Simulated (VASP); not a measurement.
Runs of VASP 6.6.1 on SiF. The structure is that of space group P-6m2 (No. 187), or close to it. The cells are those of the table. 

| task | spin | cell | k mesh | cutoff (eV) | gap on the mesh (eV) | pressure (GPa) | moment (μB) |
| --- | --- | --- | --- | --- | --- | --- | --- |
| single point | off | a = 2.701, b = 2.701, c = 3.875 Å, angles 90.0, 90.0, 120.0°, 2 atoms | 6 × 6 × 6 | 520 | none | -0.2 | - |
| single point | collinear, ferromagnetic start | a = 2.957, b = 2.957, c = 2.863 Å, angles 90.0, 90.0, 120.0°, 2 atoms | 6 × 6 × 6 | 520 | none | 42.1 | 0.00 |
| single point | off | a = 2.702, b = 2.702, c = 3.873 Å, angles 90.0, 90.0, 120.0°, 2 atoms | 24 × 24 × 14 | 520 | none | -0.2 | - |
| relaxation of cell and atoms | off | relaxed from a = 2.701, b = 2.701, c = 3.875 Å, angles 90.0, 90.0, 120.0°, 2 atoms | 24 × 24 × 14 | 600 | none | 0.0 | - |
| single point | collinear, ferromagnetic start | a = 2.701, b = 2.701, c = 3.875 Å, angles 90.0, 90.0, 120.0°, 2 atoms | 6 × 6 × 4 | 520 | none | (a) | 0.00 |

Alike in all rows: level PBE; potentials or basis VASP PAW PBE potentials, release 64 (Si, F); smearing gaussian 0.1 eV.

Fill in the values left out.

(a) -0.3.

Caveats: some runs use coarse meshes; an odd number of electrons without spin polarisation forces a metal (some runs); a magnetic or distorted state may lie lower (some runs).

A gap of «none» marks levels without a gap at the run's occupations.
